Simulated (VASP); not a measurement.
# Si7Ge (P-43m) in VASP: further runs, part 2 of 2

VASP 6.6.1. The steps go on from the part before.

### Step 3. Single point, PBEsol (18.17 Å³/atom)

This run uses another cell than the first one, of 18.17 Å³/atom.

File INCAR:

```
SYSTEM = Si7Ge
ALGO = Normal
EDIFF = 1E-7
ENCUT = 520
GGA = PS
ISIF = 2
ISMEAR = 0
LASPH = .True.
LCHARG = .True.
LELF = .True.
LREAL = .False.
LVHAR = .True.
LWAVE = .False.
NBANDS = 31
NELM = 80
PREC = Accurate
SIGMA = 0.03
```

File KPOINTS:

```
k-points
0
Gamma
  8 8 8
  0 0 0
```

File POSCAR:

```
Si7Ge
1.0
    5.2575462153      0.0000000000      0.0000000000
    0.0000000000      5.2575462153      0.0000000000
    0.0000000000      0.0000000000      5.2575462153
Si Ge
7 1
Direct
    0.2525986838      0.2525986838      0.2525986838
    0.0000000000      0.5000000000      0.5000000000
    0.5000000000      0.5000000000      0.0000000000
    0.5000000000      0.0000000000      0.5000000000
    0.7474013162      0.2525986838      0.7474013162
    0.7474013162      0.7474013162      0.2525986838
    0.2525986838      0.7474013162      0.7474013162
    0.0000000000      0.0000000000      0.0000000000
```

Potentials or basis: VASP PAW PBE potentials, release 64 (Si, Ge_d).

Run with:

```bash
$ cat potpaw_PBE.64/Si/POTCAR potpaw_PBE.64/Ge_d/POTCAR > POTCAR
$ mpirun -np 1 vasp_std > vasp.out
```

Wall time 2.3 min (1 thread of Intel Xeon 6975P-C (Granite Rapids), shared host); peak memory 0.31 GiB.

The run converged. Its results:

```yaml
Free_energy: -44.4794 eV
Pressure: 13.1 GPa
Largest_force: 0.018 eV/Å
Band_gap_on_the_k_mesh: 0.03 eV
```

Forces in eV/Å, atoms in the order of the input:
```
Si  -0.011 -0.011 -0.011
Si   0.000  0.000  0.000
Si   0.000  0.000  0.000
Si   0.000  0.000  0.000
Si   0.011 -0.011  0.011
Si   0.011  0.011 -0.011
Si  -0.011  0.011  0.011
Ge   0.000  0.000  0.000
```

Levels at points of the mesh, in eV from the valence-band top:
| k point | band 19 | band 20 | band 21 | band 22 | band 23 | band 24 |
| --- | --- | --- | --- | --- | --- | --- |
| (0.00, 0.00, 0.00) | 0.00 | 0.00 | 0.00 | 0.03 | 0.47 | 0.47 |
| (0.50, 0.00, 0.00) | -2.19 | -2.08 | -2.08 | 0.83 | 1.02 | 2.97 |
| (0.50, 0.50, 0.00) | -1.47 | -1.42 | -1.42 | 2.29 | 2.29 | 2.45 |
| (0.50, 0.50, 0.50) | -1.19 | -1.19 | -1.19 | 1.36 | 1.85 | 1.85 |

Caveat: the cell stands under pressure; the PAW data sets were made with another functional, which shifts forces and pressure a little. A k mesh can miss the band edges.

### Step 4. Single point, PBEsol (19.25 Å³/atom)

This run uses another cell than the first one, of 19.25 Å³/atom.

File INCAR:

```
SYSTEM = Si7Ge
PREC = Accurate ; ENCUT = 520
EDIFF = 1E-7 ; ISMEAR = 0
SIGMA = 0.03 ; LREAL = .False.
LASPH = .True. ; NELM = 80
ALGO = Normal ; ISIF = 2
LWAVE = .False. ; LCHARG = .False.
GGA = PS ; NBANDS = 31
```

File KPOINTS:

```
Automatic mesh
0
Gamma
  8 8 8
  0 0 0
```

POSCAR, as its differences from that of step 3:

```diff
@@ -2,5 +2,5 @@
 1.0
-    5.2575462153      0.0000000000      0.0000000000
-    0.0000000000      5.2575462153      0.0000000000
-    0.0000000000      0.0000000000      5.2575462153
+    5.3601084110      0.0000000000      0.0000000000
+    0.0000000000      5.3601084110      0.0000000000
+    0.0000000000      0.0000000000      5.3601084110
 Si Ge
```

Potentials or basis: VASP PAW PBE potentials, release 64 (Si, Ge_d).

Run with:

```bash
$ cat potpaw_PBE.64/Si/POTCAR potpaw_PBE.64/Ge_d/POTCAR > POTCAR
$ mpirun -np 1 vasp_std > vasp.out
```

OUTCAR:

```text
SYSTEM = Si7Ge
   PREC = Accurate
   ENCUT = 520
   EDIFF = 1E-7
   ISMEAR = 0
   LREAL = .False.
   LASPH = .True.
   NELM = 80
   ISIF = 2
   GGA = PS

 ion  position               nearest neighbor table
   1  0.253  0.253  0.253-   2 2.31   3 2.31   4 2.31   8 2.35
   2  0.000  0.500  0.500-   1 2.31   5 2.31   6 2.31   7 2.31
   3  0.500  0.500  0.000-   1 2.31   5 2.31   6 2.31   7 2.31
   4  0.500  0.000  0.500-   1 2.31   5 2.31   6 2.31   7 2.31
   5  0.747  0.253  0.747-   2 2.31   3 2.31   4 2.31   8 2.35
   6  0.747  0.747  0.253-   2 2.31   3 2.31   4 2.31   8 2.35
[... 1030 lines left out ...]
  Total        5.4636833      5.4636833      5.4636833      0.0000000     -0.0000000      0.0000000
  in kB       56.8427895     56.8427895     56.8427895      0.0000000     -0.0000000      0.0000000
  external PRESSURE =      56.8427895 kB  Pullay stress =       0.0000000 kB

 VOLUME and BASIS-vectors are now :
 -----------------------------------------------------------------------------
  energy-cutoff  :      520.00
  volume of cell :      154.00
      direct lattice vectors                 reciprocal lattice vectors
     5.360108411  0.000000000  0.000000000     0.186563391  0.000000000  0.000000000
     0.000000000  5.360108411  0.000000000     0.000000000  0.186563391  0.000000000
     0.000000000  0.000000000  5.360108411     0.000000000  0.000000000  0.186563391

 POSITION                                       TOTAL-FORCE (eV/Angst)
 -----------------------------------------------------------------------------------
      1.35396      1.35396      1.35396        -0.008817     -0.008817     -0.008817
      0.00000      2.68005      2.68005         0.000000      0.000000      0.000000
      2.68005      2.68005      0.00000         0.000000      0.000000      0.000000
      2.68005      0.00000      2.68005         0.000000      0.000000      0.000000
      4.00615      1.35396      4.00615         0.008817     -0.008817      0.008817
      4.00615      4.00615      1.35396         0.008817      0.008817     -0.008817
      1.35396      4.00615      4.00615        -0.008817      0.008817      0.008817
      0.00000      0.00000      0.00000         0.000000      0.000000      0.000000
 -----------------------------------------------------------------------------------
    total drift:                                0.000000      0.000000      0.000000

  FREE ENERGIE OF THE ION-ELECTRON SYSTEM (eV)
  ---------------------------------------------------
  free  energy   TOTEN  =       -44.9794062083 eV

  energy  without entropy=      -44.9794061129  energy(sigma->0) =      -44.97940616
```

It took 1.9 min on 1 thread of Intel Xeon 6975P-C (Granite Rapids), shared host; peak memory 0.32 GiB.

Results:

| Property | Result |
| --- | --- |
| Free energy | -44.9794 eV |
| Pressure | 5.7 GPa |
| Largest force | 0.015 eV/Å |
| Band gap on the k mesh | 0.16 eV |

Forces in eV/Å, atoms in the order of the input:
```
Si  -0.009 -0.009 -0.009
Si   0.000  0.000  0.000
Si   0.000  0.000  0.000
Si   0.000  0.000  0.000
Si   0.009 -0.009  0.009
Si   0.009  0.009 -0.009
Si  -0.009  0.009  0.009
Ge   0.000  0.000  0.000
```

Caveat: the cell stands under pressure; the PAW data sets were made with another functional, which shifts forces and pressure a little. A k mesh can miss the band edges.

### Step 5. Single point, PBEsol

This run uses another cell than the first one, of 20.33 Å³/atom.

File INCAR:

```
  PREC = Accurate
  ENCUT = 520
  EDIFF = 1E-6
  ISMEAR = 0
  SIGMA = 0.03
  LREAL = F
  LASPH = T
  NELM = 80
  ALGO = Normal
  ISIF = 2
  LWAVE = F
  LCHARG = F
  GGA = PS
  NBANDS = 31
```

File KPOINTS:

```
regular mesh
0
Gamma
  8 8 8
```

POSCAR, as its differences from that of step 4:

```diff
@@ -2,5 +2,5 @@
 1.0
-    5.3601084110      0.0000000000      0.0000000000
-    0.0000000000      5.3601084110      0.0000000000
-    0.0000000000      0.0000000000      5.3601084110
+    5.4589494008      0.0000000000      0.0000000000
+    0.0000000000      5.4589494008      0.0000000000
+    0.0000000000      0.0000000000      5.4589494008
 Si Ge
```

Run with:

```bash
$ cat potpaw_PBE.64/Si/POTCAR potpaw_PBE.64/Ge_d/POTCAR > POTCAR
$ mpirun -np 1 vasp_std > vasp.out
```

It took 3.4 min on 1 thread of Intel Xeon 6975P-C (Granite Rapids), shared host; peak memory 0.33 GiB.

Results (log left out):

```yaml
Free_energy: -45.1292 eV
Pressure: 0.1 GPa
Largest_force: 0.009 eV/Å
Band_gap_on_the_k_mesh: 0.27 eV
```

Forces in eV/Å, atoms in the order of the input:
```
Si  -0.005 -0.005 -0.005
Si   0.000  0.000  0.000
Si   0.000  0.000  0.000
Si   0.000  0.000  0.000
Si   0.005 -0.005  0.005
Si   0.005  0.005 -0.005
Si  -0.005  0.005  0.005
Ge   0.000  0.000  0.000
```

Levels at points of the mesh, in eV from the valence-band top:
```csv
k point,band 18,band 19,band 20,band 21,band 22,band 23,band 24,band 25
"(0.00, 0.00, 0.00)",-2.87,0.00,0.00,0.00,0.27,0.66,0.66,0.66
"(0.50, 0.00, 0.00)",-1.98,-1.98,-1.86,-1.86,0.94,1.11,3.01,3.02
"(0.50, 0.50, 0.00)",-1.48,-1.36,-1.29,-1.29,2.25,2.25,2.33,2.52
"(0.50, 0.50, 0.50)",-1.28,-1.10,-1.10,-1.10,0.97,1.42,1.42,1.42
```

Caveat: the PAW data sets were made with another functional, which shifts forces and pressure a little.

### Step 6. Overview

| cell | gap on the mesh (eV) | pressure (GPa) | largest force (eV/Å) |
| --- | --- | --- | --- |
| a = 5.151 Å, 8 atoms | none | 22.9 | 0.02 |
| a = 5.258 Å, 8 atoms | 0.03 | 13.1 | 0.02 |
| a = 5.360 Å, 8 atoms | 0.16 | 5.7 | 0.02 |
| a = 5.459 Å, 8 atoms | 0.27 | 0.1 | 0.01 |

Alike in all rows: task single point; level PBEsol; potentials or basis VASP PAW PBE potentials, release 64 (Si, Ge_d); no spin polarisation; k mesh 8 × 8 × 8; cutoff (eV) 520; smearing gaussian 0.03 eV.

Caveats: the PAW data sets were made with another functional, which shifts forces and pressure a little; the cell stands under pressure (at least some runs); semilocal functionals underestimate gaps, and a narrow one can read as zero (at least some runs).

Absolute energies hang on the potentials; compare differences alone.
